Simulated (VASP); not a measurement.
# HfZrSe3 (P6/mmm) in VASP: notebook

Runs on HfZrSe3. Level: PBE. Tasks: single point.

Program: VASP 6.6.1. These are calculated values, not measurements. Logs are shortened: lines on timing, memory, paths and dates and some standing lists are left out, and cuts for length are marked.

**1. The cell of the first run**

It takes space group P6/mmm (No. 191, hexagonal). Conventional cell: a = 5.738 Å, b = 5.738 Å, c = 5.208 Å, α = 90.00°, β = 90.00°, γ = 120.00°. Within 3.4 Å of Zr (site symmetry 6/mmm) lie 2 Hf at 2.60 Å and 6 Se at 2.87 Å. Hf (site symmetry 6/mmm) has 2 Zr at 2.60 Å within 3.4 Å. Se (site symmetry mmm) has 4 Se at 2.87 Å and 2 Zr at 2.87 Å within 3.8 Å.

**2. Single point, PBE**

File INCAR:

```
SYSTEM = HfZrSe3
  PREC = Accurate
  ENCUT = 500
  EDIFF = 1E-6
  ISMEAR = 0
  SIGMA = 0.15
  LREAL = .FALSE.
  LASPH = .TRUE.
  NELM = 120
  ALGO = Normal
  ISIF = 2
  LWAVE = .FALSE.
  LCHARG = .FALSE.
  GGA = PE
  NBANDS = 28
  GGA_COMPAT = .FALSE.
```

File KPOINTS:

```
regular mesh
0
G
  3 3 2
  0 0 0
```

File POSCAR:

```
HfZrSe3
1.0
    5.7383826706     -0.0000000033      0.0000000000
   -2.8691913325      4.9695851710      0.0000000000
    0.0000000000      0.0000000000      5.2083079902
Zr Hf Se
1 1 3
Direct
    0.0000000000      0.0000000000      0.0000000000
    0.0000000000      0.0000000000      0.5000000000
    0.5000000000      0.0000000000      0.0000000000
    0.0000000000      0.5000000000      0.0000000000
    0.5000000000      0.5000000000      0.0000000000
```

Potentials or basis: VASP PAW PBE potentials, release 64 (Zr_sv, Hf_pv, Se).

On the command line:

```console
> cat potpaw_PBE.64/Zr_sv/POTCAR potpaw_PBE.64/Hf_pv/POTCAR potpaw_PBE.64/Se/POTCAR > POTCAR
> mpirun -np 1 vasp_std > vasp.out
```

OUTCAR:

```text
SYSTEM = HfZrSe3
   PREC = Accurate
   ENCUT = 500
   EDIFF = 1E-6
   ISMEAR = 0
   LREAL = .FALSE.
   LASPH = .TRUE.
   NELM = 120
   ISIF = 2
   GGA = PE

 ion  position               nearest neighbor table
   1  0.000  0.000  0.000-   2 2.60   2 2.60   5 2.87   5 2.87   3 2.87   3 2.87   4 2.87   4 2.87

   2  0.000  0.000  0.500-   1 2.60   1 2.60
   3  0.500  0.000  0.000-   1 2.87   1 2.87
   4  0.000  0.500  0.000-   1 2.87   1 2.87
   5  0.500  0.500  0.000-   1 2.87   1 2.87

  LATTYP: Found a hexagonal cell.
 ALAT       =     5.7383826706
 C/A-ratio  =     0.9076264671

  Lattice vectors:

 A1 = (   5.7383826706,  -0.0000000033,   0.0000000000)
 A2 = (  -2.8691913325,   4.9695851710,   0.0000000000)
 A3 = (   0.0000000000,   0.0000000000,   5.2083079902)

Analysis of symmetry for initial positions (statically):
=====================================================================
 Subroutine PRICEL returns:
 Original cell was already a primitive cell.

 Routine SETGRP: Setting up the symmetry group for a
 hexagonal supercell.

 Subroutine GETGRP returns: Found 24 space group operations
 (whereof 24 operations were pure point group operations)
 out of a pool of 24 trial point group operations.

The static configuration has the point symmetry D_6h.

Analysis of symmetry for dynamics (positions and initial velocities):
=====================================================================
 Subroutine PRICEL returns:
 Original cell was already a primitive cell.

 Routine SETGRP: Setting up the symmetry group for a
 hexagonal supercell.

 Subroutine GETGRP returns: Found 24 space group operations
 (whereof 24 operations were pure point group operations)
 out of a pool of 24 trial point group operations.

The dynamic configuration has the point symmetry D_6h.

 Subroutine INISYM returns: Found 24 space group operations
 (whereof 24 operations are pure point group operations),
 and found     1 'primitive' translations

----------------------------------------------------------------------------------------

                                     Primitive cell

  volume of cell :     148.5273

  direct lattice vectors                    reciprocal lattice vectors
     5.738382671 -0.000000003  0.000000000     0.174265130  0.100612019  0.000000000
    -2.869191332  4.969585171  0.000000000     0.000000000  0.201224039  0.000000000
     0.000000000  0.000000000  5.208307990     0.000000000  0.000000000  0.192000934

  length of vectors
     5.738382671  5.738382671  5.208307990     0.201224039  0.201224039  0.192000934

  position of ions in fractional coordinates (direct lattice)
     0.000000000  0.000000000  0.000000000
     0.000000000  0.000000000  0.500000000
     0.500000000  0.000000000  0.000000000
     0.000000000  0.500000000  0.000000000
     0.500000000  0.500000000  0.000000000

  ion indices of the primitive-cell ions
   primitive index   ion index
                 1           1
                 2           2
                 3           3
                 4           4
                 5           5

----------------------------------------------------------------------------------------

 KPOINTS: regular mesh

Automatic generation of k-mesh.
 Grid dimensions read from file:
 generate k-points for:    3    3    2

 Generating k-lattice:

  Cartesian coordinates                     Fractional coordinates (reciprocal lattice)
     0.058088377  0.033537340  0.000000000     0.333333333  0.000000000  0.000000000
     0.000000000  0.067074680  0.000000000     0.000000000  0.333333333  0.000000000
     0.000000000  0.000000000  0.096000467     0.000000000  0.000000000  0.500000000

  Length of vectors
     0.067074680  0.067074680  0.096000467

  Shift w.r.t. Gamma in fractional coordinates (k-lattice)
     0.000000000  0.000000000  0.000000000

 Subroutine IBZKPT returns following result:
 ===========================================

 Found      6 irreducible k-points:

 Following reciprocal coordinates:
            Coordinates               Weight
  0.000000  0.000000  0.000000      1.000000
  0.333333  0.000000  0.000000      6.000000
  0.333333  0.333333  0.000000      2.000000
  0.000000  0.000000  0.500000      1.000000
  0.333333  0.000000  0.500000      6.000000
  0.333333  0.333333  0.500000      2.000000
   k-points           NKPTS =      6   k-points in BZ     NKDIM =      6   number of bands    NBANDS=     28
   number of dos      NEDOS =    301   number of ions     NIONS =      5
   total plane-waves  NPLWV =  70560
   dimension x,y,z NGX =    42 NGY =   42 NGZ =   40
   dimension x,y,z NGXF=    84 NGYF=   84 NGZF=   80
   ions per type =               1   1   3
   NGX,Y,Z   is equivalent  to a cutoff of  12.17, 12.17, 12.77 a.u.
   NGXF,Y,Z  is equivalent  to a cutoff of  24.34, 24.34, 25.54 a.u.
 SYSTEM =  HfZrSe3
   PREC   = accura    normal or accurate (medium, high low for compatibility)
   ISTART =      0    job   : 0-new  1-cont  2-samecut
   ICHARG =      2    charge: 1-file 2-atom 10-const
   ISPIN  =      1    spin polarized calculation?
   LNONCOLLINEAR =      F non collinear calculations
   LSORBIT =      F    spin-orbit coupling
   LASPH  =      T    aspherical Exc in radial PAW
   ENCUT  =  500.0 eV  36.75 Ry    6.06 a.u.  10.46 10.46  9.50*2*pi/ulx,y,z
   NELM   =    120;   NELMIN=  2; NELMDL= -5     # of ELM steps
   EDIFF  = 0.1E-05   stopping-criterion for ELM
   LREAL  =      F    real-space projection
   EDIFFG = 0.1E-04   stopping-criterion for IOM
   NSW    =      0    number of steps for IOM
   IBRION =     -1    ionic relax: 0-MD 1-quasi-New 2-CG
   NFREE  =      0    steps in history (QN), initial steepest desc. (CG)
   ISIF   =      2    stress and relaxation
   ISYM   =      2    0-nonsym 1-usesym 2-fastsym
   POTIM  = 0.5000    time-step for ionic-motion
   TEBEG  =    0.0;   TEEND  =   0.0 temperature during run
   PSTRESS=    0.0 pullay stress
   NELECT =      40.0000    total number of electrons
   NUPDOWN=      -1.0000    fix difference up-down
   EMIN   =  10.00;   EMAX   =-10.00  energy-range for DOS
   EFERMI =   0.00;   METHOD = LEGACY
   ISMEAR =     0;   SIGMA  =   0.15  broadening in eV -4-tet -1-fermi 0-gaus
   EFERMI_NEDOS =   21; number of points for ismear=-14 and -15
   IALGO  =     38    algorithm
   IMIX   =      4    mixing-type and parameters
     AMIX     =   0.40;   BMIX     =  1.00
     AMIX_MAG =   1.60;   BMIX_MAG =  1.00
  volume/ion in A,a.u.               =      29.71       200.46
  Fermi-wavevector in a.u.,A,eV,Ry     =   1.057205  1.997829 15.207005  1.117683
  Thomas-Fermi vector in A             =   2.192470
   LORBIT       =      0    0 simple, 1 ext, 2 COOP (PROOUT), +10 PAW based schemes
   GGA     = PE    functional components
   LHFCALC =     F    Hartree Fock is set to
   AEXX    =    0.0000 exact exchange contribution
   IVDW    =     0    specifies the selected vdW correction
   LEPSILON=     F    determine dielectric tensor
   LRPA    =     F    only Hartree local field effects (RPA)
 non-spin polarized calculation
 Gauss-broadening in eV      SIGMA  =   0.15
  energy-cutoff  :      500.00
  volume of cell :      148.53
 maximum number of plane-waves:      3811
 NGX is ok and might be reduce to    42
   NGX = 21   NGY = 21   NGZ = 19

 number of electron      39.9999997 magnetization

 Free energy of the ion-electron system (eV)
  ---------------------------------------------------
  ext. energy  EPLUGINS =         0.00000000
  ---------------------------------------------------
  free energy    TOTEN  =       -25.42221142 eV

  energy without entropy =      -25.38355377  energy(sigma->0) =      -25.40288259

 E-fermi :   3.4794     XC(G=0):  -8.8652

 val. band max:        3.4374579517   @ k =   0.3333   0.0000   0.0000
 cond. band min:       3.6792308757   @ k =   0.3333   0.3333   0.0000
 fundamental gap:      0.2417729240
 Fermi energy:         3.4793776819

 k-point     1 :       0.0000    0.0000    0.0000
  band No.  band energies     occupation
      1     -45.8849      2.00000
      2     -29.1453      2.00000
      3     -29.0413      2.00000
      4     -29.0413      2.00000
      5     -23.9597      2.00000
      6     -23.9597      2.00000
[... 20 lines left out ...]
     27       6.2660      0.00000
     28       6.2660      0.00000

 k-point     2 :       0.3333    0.0000    0.0000
  band No.  band energies     occupation
      1     -45.8849      2.00000
      2     -29.1453      2.00000
      3     -29.0414      2.00000
      4     -29.0413      2.00000
      5     -23.9641      2.00000
      6     -23.9609      2.00000
[... 20 lines left out ...]
     27       6.0547      0.00000
     28       7.6987      0.00000

 k-point     3 :       0.3333    0.3333    0.0000
  band No.  band energies     occupation
      1     -45.8849      2.00000
      2     -29.1453      2.00000
      3     -29.0414      2.00000
      4     -29.0414      2.00000
      5     -23.9639      2.00000
      6     -23.9639      2.00000
[... 20 lines left out ...]
     27       6.0577      0.00000
     28       7.0587      0.00000

 k-point     4 :       0.0000    0.0000    0.5000
  band No.  band energies     occupation
      1     -45.8913      2.00000
      2     -29.0385      2.00000
      3     -29.0385      2.00000
      4     -28.9150      2.00000
      5     -24.1964      2.00000
      6     -23.9682      2.00000
[... 20 lines left out ...]
     27       4.9100      0.00000
     28       5.0442      0.00000

 k-point     5 :       0.3333    0.0000    0.5000
  band No.  band energies     occupation
      1     -45.8913      2.00000
      2     -29.0386      2.00000
      3     -29.0385      2.00000
      4     -28.9150      2.00000
      5     -24.1962      2.00000
      6     -23.9726      2.00000
[... 20 lines left out ...]
     27       4.8769      0.00000
     28       4.9597      0.00000

 k-point     6 :       0.3333    0.3333    0.5000
  band No.  band energies     occupation
      1     -45.8913      2.00000
      2     -29.0386      2.00000
      3     -29.0386      2.00000
      4     -28.9150      2.00000
      5     -24.1961      2.00000
      6     -23.9724      2.00000
[... 20 lines left out ...]
     27       4.8815      0.00000
     28       4.8815      0.00000

------------------------ aborting loop because EDIFF is reached ----------------------------------------

  FORCE on cell =-STRESS in cart. coord.  units (eV):
  Direction    XX          YY          ZZ          XY          YZ          ZX
  --------------------------------------------------------------------------------------
  -------------------------------------------------------------------------------------
  Total        0.1934958      0.1934958     -0.1607602     -0.0000000      0.0000000      0.0000000
  in kB        2.0872560      2.0872560     -1.7341350     -0.0000000      0.0000000      0.0000000
  external PRESSURE =       0.8134590 kB  Pullay stress =       0.0000000 kB

 VOLUME and BASIS-vectors are now :
 -----------------------------------------------------------------------------
  energy-cutoff  :      500.00
  volume of cell :      148.53
      direct lattice vectors                 reciprocal lattice vectors
     5.738382671 -0.000000003  0.000000000     0.174265130  0.100612019  0.000000000
    -2.869191332  4.969585171  0.000000000     0.000000000  0.201224039  0.000000000
     0.000000000  0.000000000  5.208307990     0.000000000  0.000000000  0.192000934

 POSITION                                       TOTAL-FORCE (eV/Angst)
 -----------------------------------------------------------------------------------
      0.00000      0.00000      0.00000         0.000000      0.000000      0.000000
      0.00000      0.00000      2.60415        -0.000000      0.000000      0.000000
      2.86919     -0.00000      0.00000         0.000000      0.000000      0.000000
     -1.43460      2.48479      0.00000         0.000000      0.000000      0.000000
      1.43460      2.48479      0.00000         0.000000      0.000000      0.000000
 -----------------------------------------------------------------------------------
    total drift:                                0.000000      0.000000     -0.000000

  FREE ENERGIE OF THE ION-ELECTRON SYSTEM (eV)
  ---------------------------------------------------
  free  energy   TOTEN  =       -25.4222114215 eV

  energy  without entropy=      -25.3835537672  energy(sigma->0) =      -25.40288259
```

Wall time 70 s (1 thread of Intel Xeon 8259CL, shared host); peak memory 0.25 GiB.

Results:

```yaml
Free_energy: -25.4222 eV
Pressure: 0.1 GPa
Band_gap_on_the_k_mesh: zero (band 20 reaches 4.09 eV, above the bottom of band 21 at 3.01 eV)
```

Caveat: the k points lie up to 0.60 Å⁻¹ apart; spin-orbit coupling is left out, which moves the levels of the heavy elements.

**3. Single point, PBE**

This run uses another cell than the first one, of 29.58 Å³/atom, 0.996 times its volume.

File INCAR:

```
PREC = Accurate ; ENCUT = 500
EDIFF = 1E-6 ; ISMEAR = 0
SIGMA = 0.15 ; LREAL = False
LASPH = True ; NELM = 120
ALGO = Normal ; ISIF = 2
LWAVE = False ; LCHARG = False
GGA = PE ; NBANDS = 28
GGA_COMPAT = False
```

File KPOINTS:

```
regular mesh
0
Gamma
  3 3 2
```

File POSCAR:

```
HfZrSe3
1.0
    5.7401737807      0.0000000000      0.0000000000
   -2.8700868903      4.9711363162      0.0000000000
    0.0000000000      0.0000000000      5.1822871816
Zr Hf Se
1 1 3
Direct
    0.0000000000      0.0000000000      0.5000000000
    0.0000000000      0.0000000000      0.0000000000
    0.5000000000      0.0000000000      0.5000000000
    0.0000000000      0.5000000000      0.5000000000
    0.5000000000      0.5000000000      0.5000000000
```

Potentials or basis: VASP PAW PBE potentials, release 64 (Zr_sv, Hf_pv, Se).

On the command line:

```console
> cat potpaw_PBE.64/Zr_sv/POTCAR potpaw_PBE.64/Hf_pv/POTCAR potpaw_PBE.64/Se/POTCAR > POTCAR
> mpirun -np 1 vasp_std > vasp.out
```

Run time: 70 s. Hardware: 1 thread of Intel Xeon 8259CL, shared host; peak memory 0.25 GiB.

It converged, with:

| Property | Result |
| --- | --- |
| Free energy | -25.4221 eV |
| Pressure | 0.2 GPa |
| Band gap on the k mesh | zero (band 20 reaches 4.12 eV, above the bottom of band 21 at 3.01 eV) |

Stress tensor (GPa, compression positive):
```
0.13 0.00 0.00
0.00 0.13 0.00
0.00 0.00 0.22
```

Levels at points of the mesh, in eV from the Fermi level:
| k point | band 17 | band 18 | band 19 | band 20 | band 21 | band 22 |
| --- | --- | --- | --- | --- | --- | --- |
| (0.00, 0.00, 0.00) | -2.23 | -0.95 | -0.91 | -0.91 | 0.36 | 0.36 |
| (0.00, 0.00, 0.50) | -0.50 | -0.50 | 0.59 | 0.61 | 0.61 | 0.79 |

Caveat: the k points lie up to 0.61 Å⁻¹ apart; spin-orbit coupling is left out, which moves the levels of the heavy elements.

**4. Single point, PBE**

This run uses another cell than the first one, of 31.23 Å³/atom, 1.051 times its volume.

File INCAR:

```
SYSTEM = HfZrSe3
  ALGO = Normal
  EDIFF = 1E-6
  ENCUT = 500
  GGA = PE
  GGA_COMPAT = .False.
  ISIF = 2
  ISMEAR = 0
  LASPH = .True.
  LCHARG = .False.
  LREAL = .False.
  LWAVE = .False.
  NBANDS = 28
  NELM = 120
  PREC = Accurate
  SIGMA = 0.15
```

File KPOINTS:

```
k-points
0
Gamma
  3 3 3
  0 0 0
```

File POSCAR:

```
HfZrSe3
1.0
    5.7805909813      0.0000000030      0.0000000000
   -2.8902954933      5.0061386372      0.0000000000
    0.0000000000      0.0000000000      5.3957535666
Zr Hf Se
1 1 3
Direct
    0.0000000000      0.0000000000      0.0000000000
    0.0000000000      0.0000000000      0.5000000000
    0.5000000000      0.0000000000      0.5000000000
    0.0000000000      0.5000000000      0.5000000000
    0.5000000000      0.5000000000      0.5000000000
```

On the command line:

```console
> cat potpaw_PBE.64/Zr_sv/POTCAR potpaw_PBE.64/Hf_pv/POTCAR potpaw_PBE.64/Se/POTCAR > POTCAR
> mpirun -np 1 vasp_std > vasp.out
```

Run time: 66 s. Hardware: 1 thread of Intel Xeon 8259CL, shared host; peak memory 0.25 GiB.

Results (log left out):

| Property | Result |
| --- | --- |
| Free energy | -26.0742 eV |
| Pressure | -0.3 GPa |
| Band gap on the k mesh | zero (band 20 reaches 3.87 eV, above the bottom of band 21 at 3.15 eV) |

Stress tensor (GPa, compression positive):
```
-0.44  0.00  0.00
 0.00 -0.44  0.00
 0.00  0.00 -0.12
```

Levels at points of the mesh, in eV from the Fermi level:
```csv
k point,band 16,band 17,band 18,band 19,band 20,band 21,band 22,band 23
"(0.00, 0.00, 0.00)",-1.47,-1.47,-1.06,-1.06,-0.42,0.35,0.35,0.75
```

Caveat: the k points lie up to 0.42 Å⁻¹ apart; spin-orbit coupling is left out, which moves the levels of the heavy elements.

**5. Overview**

| cell | k mesh | gap on the mesh (eV) | pressure (GPa) |
| --- | --- | --- | --- |
| a = 5.738, b = 5.738, c = 5.208 Å, angles 90.0, 90.0, 120.0°, 5 atoms | 3 × 3 × 2 | none | 0.1 |
| a = 5.740, b = 5.740, c = 5.182 Å, angles 90.0, 90.0, 120.0°, 5 atoms | 3 × 3 × 2 | none | 0.2 |
| a = 5.781, b = 5.781, c = 5.396 Å, angles 90.0, 90.0, 120.0°, 5 atoms | 3 × 3 × 3 | none | -0.3 |

Alike in all rows: task single point; level PBE; potentials or basis VASP PAW PBE potentials, release 64 (Zr_sv, Hf_pv, Se); no spin polarisation; cutoff (eV) 500; smearing gaussian 0.15 eV.

Caveats: all runs use coarse meshes; spin-orbit coupling is left out, which moves the levels of the heavy elements.

Total energies depend on the potentials used, so only differences within one code and one set of settings carry meaning.
